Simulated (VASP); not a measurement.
Set up this calculation in VASP 6.6.1, as the native input.

* Task: single point
* Functional: PBE
* Potentials or basis: VASP PAW PBE potentials, release 64 (Co, O)
* Cutoff: 520 eV
* k mesh: 16 × 16 × 16
* Occupations: gaussian, width 0.1 eV
* Spin: collinear spin, ferromagnetic start
* Starting moments: [2.74, 0.52] μB
* Dipole correction: no
* Further INCAR settings: ALGO = Normal; EDIFF = 1e-07; NBANDS = 18

The structure of CoO lies in POSCAR:

```
CoO
1.0
    2.6161540276      0.0000000000      0.0000000000
    0.0000000000      2.6161540276      0.0000000000
    0.0000000000      0.0000000000      2.6161540276
Co O
1 1
Direct
    0.0000000000      0.0000000000      0.0000000000
    0.5000000000      0.5000000000      0.5000000000
```

These files were run (other wordings do the same):

INCAR

```
SYSTEM = CoO
PREC = Accurate
ENCUT = 520
EDIFF = 1E-7
ISMEAR = 0
SIGMA = 0.1
LREAL = .FALSE.
LASPH = .TRUE.
NELM = 150
ALGO = Normal
ISIF = 2
LWAVE = .FALSE.
LCHARG = .TRUE.
ISPIN = 2
MAGMOM = 2.74 0.52
LORBIT = 11
LMAXMIX = 4
GGA = PE
LELF = .TRUE.
LVHAR = .TRUE.
NBANDS = 18
```

KPOINTS

```
regular mesh
0
G
  16 16 16
  0 0 0
```

Potentials or basis: VASP PAW PBE potentials, release 64 (Co, O).

Run with:

```console
$ cat potpaw_PBE.64/Co/POTCAR potpaw_PBE.64/O/POTCAR > POTCAR
$ mpirun -np 1 vasp_std > vasp.out
```

It gave:

```
Pressure                                              : -0.5 GPa
Band gap on the k mesh                                : zero (filled and empty bands overlap)
Net moment                                            : 3.00 μB per cell
Site moments                                          : Co +2.50; O +0.44 μB
Valence electrons inside the program's atomic spheres : Co 7.80; O 4.93
```

Caveat: a cell with one magnetic atom can't hold antiferromagnetic order, which such compounds often take; semilocal functionals often make such compounds metallic where correlation or magnetic order opens a gap, which also shifts bond lengths.

Wall time 63 s on 1 thread of AMD EPYC 9R45 96-Core Processor (Zen 5), with other jobs on the host, peak memory 0.17 GiB.
